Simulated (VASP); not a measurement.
# CdHClO (P6_3mc) in VASP: further runs

CdHClO is run at these levels: LDA; tasks: single point.

All numbers are computed with VASP 6.6.1; they aren't measurements. Logs are shortened: lines on timing, memory, paths and dates and some standing lists are left out, and cuts for length are marked.

### 1 The cell of the first run

It takes space group P6_3mc (No. 186, hexagonal). Conventional cell: a = 3.665 Å, b = 3.665 Å, c = 10.230 Å, α = 90.00°, β = 90.00°, γ = 120.00°. Cd (site symmetry 3m) has 3 O at 2.27 Å and 3 Cl at 2.70 Å and 3 H at 2.75 Å within 3.0 Å. H (site symmetry 3m) has 1 O at 0.93 Å within 1.3 Å. Within 3.6 Å of Cl (site symmetry 3m) lie 3 H at 2.70 Å and 4 Cd at 2.70 to 3.43 Å and 6 O at 3.29 to 3.35 Å. O (site symmetry 3m) has 1 H at 0.93 Å within 1.3 Å.

### 2 Single point, LDA

INCAR reads:

```
ALGO = Normal ; EDIFF = 1E-7
ENCUT = 520 ; GGA = CA
ISIF = 2 ; ISMEAR = 0
LASPH = True ; LCHARG = False
LREAL = False ; LWAVE = False
NBANDS = 36 ; NELM = 100
PREC = Accurate ; SIGMA = 0.01
```

KPOINTS reads:

```
k-points
0
Gamma
  5 5 2
```

POSCAR reads:

```
CdHClO
1.0
    3.6648000000      0.0000000000      0.0000000000
   -1.8324000000      3.1738099000      0.0000000000
    0.0000000000      0.0000000000     10.2305000000
Cd H Cl O
2 2 2 2
Direct
    0.3333333339      0.6666666677      0.0079099995
    0.6666666661      0.3333333323      0.5079099995
    0.0000000000      0.0000000000      0.1800000000
    0.0000000000      0.0000000000      0.6800000000
    0.3333333339      0.6666666677      0.3433000000
    0.6666666661      0.3333333323      0.8433000000
    0.0000000000      0.0000000000      0.0892000000
    0.0000000000      0.0000000000      0.5892000000
```

Potentials or basis: VASP PAW LDA potentials, release 64 (Cd, H, Cl, O).

Launch:

```
$ cat potpaw_LDA.64/Cd/POTCAR potpaw_LDA.64/H/POTCAR potpaw_LDA.64/Cl/POTCAR potpaw_LDA.64/O/POTCAR > POTCAR
$ mpirun -np 1 vasp_std > vasp.out
```

OUTCAR:

```text
EDIFF = 1E-7
   ENCUT = 520
   GGA = CA
   ISIF = 2
   ISMEAR = 0
   LASPH = True
   LREAL = False
   NELM = 100
   PREC = Accurate

 ion  position               nearest neighbor table
   1  0.333  0.667  0.008-   7 2.27   7 2.27   7 2.27   6 2.70   6 2.70   6 2.70
   2  0.667  0.333  0.508-   8 2.27   8 2.27   8 2.27   5 2.70   5 2.70   5 2.70
   3  0.000  0.000  0.180-   7 0.93
   4  0.000  0.000  0.680-   8 0.93
   5  0.333  0.667  0.343-   2 2.70   2 2.70   2 2.70
   6  0.667  0.333  0.843-   1 2.70   1 2.70   1 2.70
   7  0.000  0.000  0.089-   3 0.93   1 2.27   1 2.27   1 2.27
   8  0.000  0.000  0.589-   4 0.93   2 2.27   2 2.27   2 2.27

  LATTYP: Found a hexagonal cell.
 ALAT       =     3.6648000000
 C/A-ratio  =     2.7915575202

  Lattice vectors:

 A1 = (   3.6648000000,   0.0000000000,   0.0000000000)
 A2 = (  -1.8324000000,   3.1738099000,   0.0000000000)
 A3 = (   0.0000000000,   0.0000000000,  10.2305000000)

Analysis of symmetry for initial positions (statically):
=====================================================================
 Subroutine PRICEL returns:
 Original cell was already a primitive cell.

 Routine SETGRP: Setting up the symmetry group for a
 hexagonal supercell.

 Subroutine GETGRP returns: Found 12 space group operations
 (whereof  6 operations were pure point group operations)
 out of a pool of 24 trial point group operations.

The static configuration has the point symmetry C_3v.
 The point group associated with its full space group is C_6v.

Analysis of symmetry for dynamics (positions and initial velocities):
=====================================================================
 Subroutine PRICEL returns:
 Original cell was already a primitive cell.

 Routine SETGRP: Setting up the symmetry group for a
 hexagonal supercell.

 Subroutine GETGRP returns: Found 12 space group operations
 (whereof  6 operations were pure point group operations)
 out of a pool of 24 trial point group operations.

The dynamic configuration has the point symmetry C_3v.
 The point group associated with its full space group is C_6v.

 Subroutine INISYM returns: Found 12 space group operations
 (whereof  6 operations are pure point group operations),
 and found     1 'primitive' translations

----------------------------------------------------------------------------------------

                                     Primitive cell

  volume of cell :     118.9948

  direct lattice vectors                    reciprocal lattice vectors
     3.664800000  0.000000000  0.000000000     0.272866186  0.157539366  0.000000000
    -1.832400000  3.173809900  0.000000000     0.000000000  0.315078732  0.000000000
     0.000000000  0.000000000 10.230500000     0.000000000  0.000000000  0.097746933

  length of vectors
     3.664800000  3.664800000 10.230500000     0.315078732  0.315078732  0.097746933

  position of ions in fractional coordinates (direct lattice)
     0.333333334  0.666666668  0.007910000
     0.666666666  0.333333332  0.507910000
     0.000000000  0.000000000  0.180000000
     0.000000000  0.000000000  0.680000000
     0.333333334  0.666666668  0.343300000
     0.666666666  0.333333332  0.843300000
     0.000000000  0.000000000  0.089200000
     0.000000000  0.000000000  0.589200000

  ion indices of the primitive-cell ions
   primitive index   ion index
                 1           1
                 2           2
                 3           3
                 4           4
                 5           5
                 6           6
                 7           7
                 8           8

----------------------------------------------------------------------------------------

 KPOINTS: k-points

Automatic generation of k-mesh.
 Grid dimensions read from file:
 generate k-points for:    5    5    2

 Generating k-lattice:

  Cartesian coordinates                     Fractional coordinates (reciprocal lattice)
     0.054573237  0.031507873  0.000000000     0.200000000  0.000000000  0.000000000
     0.000000000  0.063015746  0.000000000     0.000000000  0.200000000  0.000000000
     0.000000000  0.000000000  0.048873467     0.000000000  0.000000000  0.500000000

  Length of vectors
     0.063015746  0.063015746  0.048873467

  Shift w.r.t. Gamma in fractional coordinates (k-lattice)
     0.000000000  0.000000000  0.000000000

 Subroutine IBZKPT returns following result:
 ===========================================

 Found     10 irreducible k-points:

 Following reciprocal coordinates:
            Coordinates               Weight
  0.000000  0.000000  0.000000      1.000000
  0.200000  0.000000  0.000000      6.000000
  0.400000  0.000000  0.000000      6.000000
  0.200000  0.200000  0.000000      6.000000
  0.400000  0.200000  0.000000      6.000000
  0.000000  0.000000  0.500000      1.000000
  0.200000  0.000000  0.500000      6.000000
  0.400000  0.000000  0.500000      6.000000
  0.200000  0.200000  0.500000      6.000000
  0.400000  0.200000  0.500000      6.000000
   k-points           NKPTS =     10   k-points in BZ     NKDIM =     10   number of bands    NBANDS=     36
   number of dos      NEDOS =    301   number of ions     NIONS =      8
   total plane-waves  NPLWV =  62720
   dimension x,y,z NGX =    28 NGY =   28 NGZ =   80
   dimension x,y,z NGXF=    56 NGYF=   56 NGZF=  160
   ions per type =               2   2   2   2
   NGX,Y,Z   is equivalent  to a cutoff of  12.70, 12.70, 13.00 a.u.
   NGXF,Y,Z  is equivalent  to a cutoff of  25.40, 25.40, 26.00 a.u.
 SYSTEM =  unknown system
   PREC   = accura    normal or accurate (medium, high low for compatibility)
   ISTART =      0    job   : 0-new  1-cont  2-samecut
   ICHARG =      2    charge: 1-file 2-atom 10-const
   ISPIN  =      1    spin polarized calculation?
   LNONCOLLINEAR =      F non collinear calculations
   LSORBIT =      F    spin-orbit coupling
   LASPH  =      T    aspherical Exc in radial PAW
   ENCUT  =  520.0 eV  38.22 Ry    6.18 a.u.   6.81  6.81 19.02*2*pi/ulx,y,z
   NELM   =    100;   NELMIN=  2; NELMDL= -5     # of ELM steps
   EDIFF  = 0.1E-06   stopping-criterion for ELM
   LREAL  =      F    real-space projection
   EDIFFG = 0.1E-05   stopping-criterion for IOM
   NSW    =      0    number of steps for IOM
   IBRION =     -1    ionic relax: 0-MD 1-quasi-New 2-CG
   NFREE  =      0    steps in history (QN), initial steepest desc. (CG)
   ISIF   =      2    stress and relaxation
   ISYM   =      2    0-nonsym 1-usesym 2-fastsym
   POTIM  = 0.5000    time-step for ionic-motion
   TEBEG  =    0.0;   TEEND  =   0.0 temperature during run
   PSTRESS=    0.0 pullay stress
   NELECT =      52.0000    total number of electrons
   NUPDOWN=      -1.0000    fix difference up-down
   EMIN   =  10.00;   EMAX   =-10.00  energy-range for DOS
   EFERMI =   0.00;   METHOD = LEGACY
   ISMEAR =     0;   SIGMA  =   0.01  broadening in eV -4-tet -1-fermi 0-gaus
   EFERMI_NEDOS =   21; number of points for ismear=-14 and -15
   IALGO  =     38    algorithm
   IMIX   =      4    mixing-type and parameters
     AMIX     =   0.40;   BMIX     =  1.00
     AMIX_MAG =   1.60;   BMIX_MAG =  1.00
  volume/ion in A,a.u.               =      14.87       100.38
  Fermi-wavevector in a.u.,A,eV,Ry     =   1.242319  2.347643 20.998653  1.543357
  Thomas-Fermi vector in A             =   2.376679
   LORBIT       =      0    0 simple, 1 ext, 2 COOP (PROOUT), +10 PAW based schemes
   GGA     = CA    functional components
   LHFCALC =     F    Hartree Fock is set to
   AEXX    =    0.0000 exact exchange contribution
   IVDW    =     0    specifies the selected vdW correction
   LEPSILON=     F    determine dielectric tensor
   LRPA    =     F    only Hartree local field effects (RPA)
 non-spin polarized calculation
 Gauss-broadening in eV      SIGMA  =   0.01
  energy-cutoff  :      520.00
  volume of cell :      118.99
 maximum number of plane-waves:      3214
 NGX is ok and might be reduce to    28
   NGX = 13   NGY = 13   NGZ = 39

 number of electron      51.9999998 magnetization

 Free energy of the ion-electron system (eV)
  ---------------------------------------------------
  ext. energy  EPLUGINS =         0.00000000
  ---------------------------------------------------
  free energy    TOTEN  =       -34.56806505 eV

  energy without entropy =      -34.56806505  energy(sigma->0) =      -34.56806505

 E-fermi :   0.0299     XC(G=0): -10.0784

 val. band max:       -0.0538583185   @ k =   0.0000   0.0000   0.0000
 cond. band min:       2.2876899349   @ k =   0.0000   0.0000   0.0000
 fundamental gap:      2.3415482534
 Fermi energy:         0.0299043672

 k-point     1 :       0.0000    0.0000    0.0000
  band No.  band energies     occupation
      1     -17.9835      2.00000
      2     -17.9593      2.00000
      3     -13.5659      2.00000
      4     -13.4784      2.00000
      5      -7.0954      2.00000
      6      -6.8024      2.00000
[... 28 lines left out ...]
     35      10.6360      0.00000
     36      10.6415      0.00000

 k-point     2 :       0.2000    0.0000    0.0000
  band No.  band energies     occupation
      1     -17.9366      2.00000
      2     -17.9201      2.00000
      3     -13.4225      2.00000
      4     -13.3748      2.00000
      5      -6.9065      2.00000
      6      -6.7775      2.00000
[... 28 lines left out ...]
     35      10.7174      0.00000
     36      10.9385      0.00000

 k-point     3 :       0.4000    0.0000    0.0000
  band No.  band energies     occupation
      1     -17.8632      2.00000
      2     -17.8575      2.00000
      3     -13.1792      2.00000
      4     -13.1717      2.00000
      5      -6.8441      2.00000
      6      -6.7301      2.00000
[... 28 lines left out ...]
     35      10.6177      0.00000
     36      11.1526      0.00000
[... 196 lines left out ...]
 k-point     9 :       0.2000    0.2000    0.5000
  band No.  band energies     occupation
      1     -17.8733      2.00000
      2     -17.8733      2.00000
      3     -13.2210      2.00000
      4     -13.2210      2.00000
      5      -6.7224      2.00000
      6      -6.7224      2.00000
[... 28 lines left out ...]
     35       9.8792      0.00000
     36       9.8792      0.00000

 k-point    10 :       0.4000    0.2000    0.5000
  band No.  band energies     occupation
      1     -17.8404      2.00000
      2     -17.8404      2.00000
      3     -13.1010      2.00000
      4     -13.1010      2.00000
      5      -6.6608      2.00000
      6      -6.6608      2.00000
[... 28 lines left out ...]
     35       9.9583      0.00000
     36       9.9583      0.00000

------------------------ aborting loop because EDIFF is reached ----------------------------------------

  FORCE on cell =-STRESS in cart. coord.  units (eV):
  Direction    XX          YY          ZZ          XY          YZ          ZX
  --------------------------------------------------------------------------------------
  -------------------------------------------------------------------------------------
  Total       -2.5705200     -2.5705200      3.6914427      0.0000000      0.0000000      0.0000000
  in kB      -34.6101536    -34.6101536     49.7025487      0.0000000      0.0000000      0.0000000
  external PRESSURE =      -6.5059195 kB  Pullay stress =       0.0000000 kB

 VOLUME and BASIS-vectors are now :
 -----------------------------------------------------------------------------
  energy-cutoff  :      520.00
  volume of cell :      118.99
      direct lattice vectors                 reciprocal lattice vectors
     3.664800000  0.000000000  0.000000000     0.272866186  0.157539366  0.000000000
    -1.832400000  3.173809900  0.000000000     0.000000000  0.315078732  0.000000000
     0.000000000  0.000000000 10.230500000     0.000000000  0.000000000  0.097746933

 POSITION                                       TOTAL-FORCE (eV/Angst)
 -----------------------------------------------------------------------------------
      0.00000      2.11587      0.08092        -0.000000     -0.000000      0.022266
      1.83240      1.05794      5.19617        -0.000000      0.000000      0.022266
      0.00000      0.00000      1.84149        -0.000000     -0.000000      3.205747
      0.00000      0.00000      6.95674        -0.000000     -0.000000      3.205747
      0.00000      2.11587      3.51213         0.000000      0.000000      0.183920
      1.83240      1.05794      8.62738        -0.000000     -0.000000      0.183920
      0.00000      0.00000      0.91256        -0.000000     -0.000000     -3.411933
      0.00000      0.00000      6.02781        -0.000000     -0.000000     -3.411933
 -----------------------------------------------------------------------------------
    total drift:                               -0.000000     -0.000000      0.000663

  FREE ENERGIE OF THE ION-ELECTRON SYSTEM (eV)
  ---------------------------------------------------
  free  energy   TOTEN  =       -34.5680650479 eV

  energy  without entropy=      -34.5680650479  energy(sigma->0) =      -34.56806505
```

It took 67 s on 1 thread of Intel Xeon 8259CL, shared host; peak memory 0.22 GiB.

What came out:

| Item | Value |
| --- | --- |
| Free energy | -34.5681 eV |
| Pressure | -0.7 GPa |
| Largest force | 3.412 eV/Å |
| Band gap on the k mesh | 2.34 eV, direct |

Forces on the atoms (eV/Å):
```
Cd   0.000  0.000  0.022
Cd   0.000  0.000  0.022
H    0.000  0.000  3.206
H    0.000  0.000  3.206
Cl   0.000  0.000  0.184
Cl   0.000  0.000  0.184
O    0.000  0.000 -3.412
O    0.000  0.000 -3.412
```

Stress tensor (GPa, compression positive):
```
-3.46  0.00  0.00
 0.00 -3.46  0.00
 0.00  0.00  4.97
```

Caveat: forces of over 1 eV/Å act on the atoms, so gaps and moduli don't describe the material at rest. LDA gaps usually lie below the measured ones, often by a third to a half.

### 3 Single point, LDA

INCAR reads:

```
SYSTEM = CdHClO
  PREC = Accurate
  ENCUT = 520
  EDIFF = 1E-6
  ISMEAR = 0
  SIGMA = 0.01
  LREAL = .False.
  LASPH = .True.
  NELM = 80
  ALGO = Normal
  ISIF = 2
  LWAVE = .False.
  LCHARG = .False.
  GGA = CA
  NBANDS = 36
```

KPOINTS reads:

```
regular mesh
0
Gamma
  5 5 2
  0 0 0
```

POSCAR is that of step 2.

Potentials or basis: VASP PAW LDA potentials, release 64 (Cd, H, Cl, O).

Launch:

```
$ cat potpaw_LDA.64/Cd/POTCAR potpaw_LDA.64/H/POTCAR potpaw_LDA.64/Cl/POTCAR potpaw_LDA.64/O/POTCAR > POTCAR
$ mpirun -np 1 vasp_std > vasp.out
```

Wall time 58 s (1 thread of Intel Xeon 8259CL, shared host); peak memory 0.22 GiB.

The run converged. Its results:

* Free energy: -34.5681 eV
* Pressure: -0.6 GPa
* Largest force: 3.412 eV/Å
* Band gap on the k mesh: 2.34 eV, direct

Forces on the atoms (eV/Å):
```
Cd   0.000  0.000  0.022
Cd   0.000  0.000  0.022
H    0.000  0.000  3.205
H    0.000  0.000  3.205
Cl   0.000  0.000  0.184
Cl   0.000  0.000  0.184
O    0.000  0.000 -3.412
O    0.000  0.000 -3.412
```

Stress tensor (GPa, compression positive):
```
-3.46  0.00  0.00
 0.00 -3.46  0.00
 0.00  0.00  4.97
```

Levels at points of the mesh, in eV from the valence-band top:
```csv
k point,band 24,band 25,band 26,band 27,band 28,band 29
"(0.00, 0.00, 0.00)",-0.17,0.00,0.00,2.34,4.52,5.72
"(0.00, 0.00, 0.50)",-0.07,-0.07,-0.07,3.28,3.28,6.22
```

Caveat: forces of over 1 eV/Å act on the atoms, so gaps and moduli don't describe the material at rest. Expect the measured gap to be larger: semilocal functionals such as LDA lack the derivative discontinuity.

### 4 Single point, LDA

INCAR reads:

```
SYSTEM = CdHClO
ALGO = Normal
EDIFF = 1E-6
ENCUT = 520
ISIF = 2
ISMEAR = 0
LASPH = .True.
LCHARG = .True.
LELF = .True.
LREAL = .False.
LVHAR = .True.
LWAVE = .False.
NBANDS = 36
NELM = 100
PREC = Accurate
SIGMA = 0.01
```

KPOINTS reads:

```
k-points
0
Gamma
  5 5 2
  0 0 0
```

POSCAR is that of step 3.

Launch:

```
$ cat potpaw_LDA.64/Cd/POTCAR potpaw_LDA.64/H/POTCAR potpaw_LDA.64/Cl/POTCAR potpaw_LDA.64/O/POTCAR > POTCAR
$ mpirun -np 1 vasp_std > vasp.out
```

It took 65 s on 1 thread of Intel Xeon 8259CL, shared host; peak memory 0.22 GiB.

Results (log left out):

* Free energy: -34.5681 eV
* Pressure: -0.6 GPa
* Largest force: 3.412 eV/Å
* Band gap on the k mesh: 2.34 eV, direct

Forces in eV/Å, atoms in the order of the input:
```
Cd   0.000  0.000  0.022
Cd   0.000  0.000  0.022
H    0.000  0.000  3.205
H    0.000  0.000  3.205
Cl   0.000  0.000  0.184
Cl   0.000  0.000  0.184
O    0.000  0.000 -3.412
O    0.000  0.000 -3.412
```

Stress tensor (GPa, compression positive):
```
-3.46  0.00  0.00
 0.00 -3.46  0.00
 0.00  0.00  4.97
```

Levels at points of the mesh, in eV from the valence-band top:
| k point | band 23 | band 24 | band 25 | band 26 | band 27 | band 28 | band 29 | band 30 |
| --- | --- | --- | --- | --- | --- | --- | --- | --- |
| (0.00, 0.00, 0.00) | -0.17 | -0.17 | 0.00 | 0.00 | 2.34 | 4.52 | 5.72 | 6.28 |
| (0.00, 0.00, 0.50) | -0.07 | -0.07 | -0.07 | -0.07 | 3.28 | 3.28 | 6.22 | 6.22 |

Caveat: forces of over 1 eV/Å act on the atoms, so gaps and moduli don't describe the material at rest. A hybrid or GW would open this gap; LDA tends to underestimate it.
